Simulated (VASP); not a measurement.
A run of VASP 6.6.1 is set up as follows.

File INCAR:

```
SYSTEM = MgO
PREC = Accurate
ENCUT = 520
EDIFF = 1E-6
ISMEAR = 0
SIGMA = 0.05
LREAL = .False.
LASPH = .True.
NELM = 80
ALGO = Normal
ISIF = 2
LWAVE = .False.
LCHARG = .False.
GGA = PE
NBANDS = 26
```

Contents of KPOINTS:

```
Automatic mesh
0
Gamma
  6 6 6
  0 0 0
```

Contents of POSCAR:

```
MgO
1.0
    1.4688622380      2.5441440255      2.6797873418
   -1.4688622380     -2.5441440255      2.6797873418
    4.4065867139     -2.5441440255      0.0000000000
Mg O
4 4
Direct
    0.5707507115      0.4292492885     -0.0471671410
    0.2500000000      0.7500000000      0.5000000000
    0.7500000000      0.2500000000      0.5000000000
    0.0000000000      0.0000000000      0.0000000000
    0.7500000000      0.7500000000      0.3333333333
    0.5000000000      1.0000000000      0.8333333333
    0.0000000000      0.5000000000      0.8333333333
    0.2500000000      0.2500000000      0.3333333333
```

Potentials or basis: VASP PAW PBE potentials, release 64 (Mg, O).

Run with:

```bash
$ cat potpaw_PBE.64/Mg/POTCAR potpaw_PBE.64/O/POTCAR > POTCAR
$ mpirun -np 1 vasp_std > vasp.out
```

Question: What does it give for the band gap on the k mesh?

Answer: 2.46 eV (least direct gap 2.63 eV).

Question: Estimate the pressure.

Answer: 5.8 GPa.

Question: What does it give for the largest force?

Answer: 6.113 eV/Å.

Stress tensor (GPa, compression positive):
```
2.21 0.13 0.00
0.13 9.03 0.00
0.00 0.00 6.03
```

Caveat: the cell differs from its parent crystal (atom 1 (Mg) moved +0.480 Å along Cartesian [0 1 0]); the cell stands under pressure; forces of over 1 eV/Å act on the atoms, so gaps and moduli don't describe the material at rest. A k mesh can miss the band edges.
